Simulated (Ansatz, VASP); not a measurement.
**Two plane-wave programs on Al2O3**

```
Al O
1.0
     3.01748    0.00000    0.00000
    -1.50874    2.61321    0.00000
     0.00000    0.00000    7.57464
Al O
2 3
Direct
  0.00000 0.00000 0.27795
  0.00000 0.00000 0.72205
  0.33333 0.66667 0.19945
  0.66667 0.33333 0.80055
  0.00000 0.00000 0.50000
```

Alike in both runs: task single point; functional PBEsol; k mesh 7 × 7 × 3; no spin polarisation.

```csv
,VASP,Ansatz
version,VASP 6.6.1,Ansatz 0.2.0
potentials or method,"VASP PAW PBE potentials, release 64 (Al, O), cutoff 600 eV","plane waves, PAW"
occupations,"gaussian, width 0.01 eV",fixed
valence electrons in the cell,24,24
```

```tsv
	VASP	Ansatz	Ansatz less VASP
gap on the k mesh at the Fermi level (eV)	2.19	2.20	+0.004
```

VASP's potentials were made for PBE, not for PBEsol.
